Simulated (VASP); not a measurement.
Write the native input for VASP 6.6.1 that does the following.

```yaml
Task: single point
Functional: LDA
Potentials_or_basis: VASP PAW LDA potentials, release 64 (Co, Cl)
Cutoff: 600 eV
k_mesh: 5 × 4 × 4
Occupations: fermi-dirac, width 0.1 eV
Spin: non-collinear spin, typed start
Starting_moments: "[[-0.413, 1.661, 2.464], [-2.027, 1.876, -1.173], [-1.537, -0.873, 2.424], [-0.345, 2.532, 1.571], [0.0, 0.0, 0.0], [0.0, 0.0, 0.0]] μB"
Dipole_correction: no
Further_INCAR_settings: ALGO = Normal; EDIFF = 1e-06; NBANDS = 66
```

The structure of Co2Cl lies in POSCAR:

```
Co2Cl
1.0
    3.4330352400      0.0000000000      0.0000000000
    0.0000000000      5.2694238200      0.0000000000
    0.0000000000      0.0000000000      5.1795946300
Co Cl
4 2
Direct
    0.0000000000      0.3470000000      0.2580000000
    0.5000000000      0.1530000000      0.7580000000
    0.0000000000      0.6530000000      0.7420000000
    0.5000000000      0.8470000000      0.2420000000
    0.0000000000      0.0000000000      0.0000000000
    0.5000000000      0.5000000000      0.5000000000
```

The input as run:

INCAR

```
SYSTEM = Co2Cl
  PREC = Accurate
  ENCUT = 600
  EDIFF = 1E-6
  ISMEAR = -1
  SIGMA = 0.1
  LREAL = .False.
  LASPH = .True.
  NELM = 200
  ALGO = Normal
  ISIF = 2
  LWAVE = .False.
  LCHARG = .False.
  LNONCOLLINEAR = .True.
  MAGMOM = -0.413 1.661 2.464 -2.027 1.876 -1.173 -1.537 -0.873 2.424 -0.345 2.532 1.571 0 0 0 0 0 0
  LORBIT = 11
  LMAXMIX = 4
  GGA = CA
  NBANDS = 66
  GGA_COMPAT = .False.
  KPAR = 4
```

KPOINTS

```
regular mesh
0
Gamma
  5 4 4
  0 0 0
```

Potentials or basis: VASP PAW LDA potentials, release 64 (Co, Cl).

Launch:

```console
$ cat potpaw_LDA.64/Co/POTCAR potpaw_LDA.64/Cl/POTCAR > POTCAR
$ mpirun -np 4 vasp_ncl > vasp.out
```

It gave:

```
Pressure                                              : -15.9 GPa
Largest force                                         : 0.267 eV/Å
Band gap on the k mesh                                : zero (band 50 reaches 7.22 eV, above the bottom of band 51 at 6.88 eV)
Net moment                                            : 6.09 μB per cell
Valence electrons inside the program's atomic spheres : Co 8.04; Cl 5.00
```

Caveat: the k points lie up to 0.37 Å⁻¹ apart.

Wall time 16 min on 4 MPI ranks on Intel(R) Xeon(R) Platinum 8259CL CPU @ 2.50GHz (Skylake/Cascade Lake) (shared host), peak memory 0.91 GiB a rank.
